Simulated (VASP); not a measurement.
Set up this calculation in VASP 6.6.1, as the native input.

```
Task                   : single point
Functional             : PBE
Potentials or basis    : VASP PAW PBE potentials, release 64 (C_h, O_h)
Cutoff                 : 1340 eV
k mesh                 : 4 × 4 × 4
Occupations            : gaussian, width 0.05 eV
Spin                   : no spin polarisation
Dipole correction      : no
Further INCAR settings : ALGO = Normal; EDIFF = 1e-06; NBANDS = 44
```

The structure of CO2 lies in POSCAR:

```
CO2
1.0
    5.7873286587      0.0000000000      0.0000000000
    0.0000000000      5.7873286587      0.0000000000
    0.0000000000      0.0000000000      5.7873286587
C O
4 8
Direct
    0.0000000000      0.0000000000      0.0000000000
    0.5000000000      0.0000000000      0.5000000000
    0.5000000000      0.5000000000      0.0000000000
    0.0000000000      0.5000000000      0.5000000000
    0.1114834447      0.1114834447      0.1114834447
    0.3885165553      0.8885165553      0.6114834447
    0.6114834447      0.3885165553      0.8885165553
    0.8885165553      0.6114834447      0.3885165553
    0.8885165553      0.8885165553      0.8885165553
    0.6114834447      0.1114834447      0.3885165553
    0.3885165553      0.6114834447      0.1114834447
    0.1114834447      0.3885165553      0.6114834447
```

These files were run (other wordings do the same):

INCAR

```
PREC = Accurate
ENCUT = 1340
EDIFF = 1E-6
ISMEAR = 0
SIGMA = 0.05
LREAL = F
LASPH = T
NELM = 120
ALGO = Normal
ISIF = 2
LWAVE = F
LCHARG = F
GGA = PE
NBANDS = 44
GGA_COMPAT = F
```

KPOINTS

```
Automatic mesh
0
Gamma
  4 4 4
```

Potentials or basis: VASP PAW PBE potentials, release 64 (C_h, O_h).

The run is started by

```bash
$ cat potpaw_PBE.64/C_h/POTCAR potpaw_PBE.64/O_h/POTCAR > POTCAR
$ mpirun -np 1 vasp_std > vasp.out
```

Results of the run:

```json
{
 "Pressure": "15.9 GPa",
 "Largest force": "6.423 eV/Å",
 "Band gap on the k mesh": "7.11 eV"
}
```

Caveat: the cell stands under pressure; this functional lacks dispersion, which holds the molecules together, so the pressure and a relaxed volume are unreliable; forces of over 1 eV/Å act on the atoms, so gaps and moduli don't describe the material at rest.

Wall time 5.5 min on 1 thread of Intel(R) Xeon(R) Platinum 8488C (Sapphire Rapids), on a shared host, peak memory 0.84 GiB.
